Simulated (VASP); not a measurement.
Input of a VASP 6.6.1 run:

Contents of INCAR:

```
SYSTEM = Mg3CdSe4
ALGO = Normal ; EDIFF = 1E-6
ENCUT = 520 ; GGA = PE
ISIF = 2 ; ISMEAR = 0
LASPH = .TRUE. ; LCHARG = .FALSE.
LREAL = .FALSE. ; LWAVE = .FALSE.
NBANDS = 31 ; NELM = 60
PREC = Accurate ; SIGMA = 0.15
```

The input KPOINTS:

```
k-points
0
G
  2 2 2
  0 0 0
```

Contents of POSCAR:

```
Mg3CdSe4
1.0
    6.0474684986      0.0000000000      0.0000000000
    0.0000000000      6.0474684986      0.0000000000
    0.0000000000      0.0000000000      6.0474684986
Mg Cd Se
3 1 4
Direct
    0.0000000000      0.0000000000      0.5000000000
    0.0000000000      0.5000000000      0.0000000000
    0.5000000000      0.0000000000      0.0000000000
    0.5000000000      0.5000000000      0.5000000000
    0.7556933452      0.7556933452      0.2443066548
    0.7556933452      0.2443066548      0.7556933452
    0.2443066548      0.7556933452      0.7556933452
    0.2443066548      0.2443066548      0.2443066548
```

Potentials or basis: VASP PAW PBE potentials, release 64 (Mg, Cd, Se).

Run with:

```bash
$ cat potpaw_PBE.64/Mg/POTCAR potpaw_PBE.64/Cd/POTCAR potpaw_PBE.64/Se/POTCAR > POTCAR
$ mpirun -np 1 vasp_std > vasp.out
```

Question: Predict the band gap on the k mesh.

Answer: 1.92 eV.

Question: What does it give for the largest force?

Answer: 0.031 eV/Å.

Question: Estimate the pressure.

Answer: 0.0 GPa.

Forces in eV/Å, atoms in the order of the input:
```
Mg   0.000  0.000  0.000
Mg   0.000  0.000  0.000
Mg   0.000  0.000  0.000
Cd   0.000  0.000  0.000
Se   0.018  0.018 -0.018
Se   0.018 -0.018  0.018
Se  -0.018  0.018  0.018
Se  -0.018 -0.018 -0.018
```

Caveat: the k points lie up to 0.52 Å⁻¹ apart.
